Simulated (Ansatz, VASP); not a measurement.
**Ta2C in VASP and in Ansatz**

```xyz
3
Lattice="3.0179 0.0000 0.0000 -1.5090 2.6136 0.0000 0.0000 0.0000 5.0441" Properties=species:S:1:pos:R:3 pbc="T T T"
Ta    0.0000    1.7424    1.2755
Ta    1.5090    0.8712    3.7686
C     0.0000    0.0000    0.0000
```

Change from the starting cell: strain -0.025 along x and y, +0.025 along z, atoms carried along.

Alike in both runs: task single point; functional PBEsol; k mesh 18 × 18 × 10; occupations gaussian, width 0.15 eV; no spin polarisation.

```csv
,VASP,Ansatz
version,VASP 6.6.1,Ansatz 0.2.0
potentials or method,"VASP PAW PBE potentials, release 64 (Ta_pv, C), cutoff 520 eV","scalar-relativistic, plane waves, PAW"
valence electrons in the cell,26,30
```

|  | VASP | Ansatz | Ansatz less VASP |
| --- | --- | --- | --- |
| gap on the k mesh at the Fermi level (eV) | none | none | - |
| pressure (GPa) | 8.5 | 7.9 | -0.59 |
| traceless stress, the component that is largest in VASP (GPa) | -12.99 | -12.98 | +0.010 |
| rms of the force components (eV/Å) | 0.066 | 0.042 | -0.0235 |

VASP's potentials were made for PBE, not for PBEsol. Atom by atom the forces differ by 0.023 eV/Å (rms over components). A gap of «none» marks a metal or a gap that the smearing closes. VASP's potentials hold 26 valence electrons a cell and Ansatz's 30, so a difference there can come from the potentials and not from the codes.

Spin-orbit coupling is off throughout.
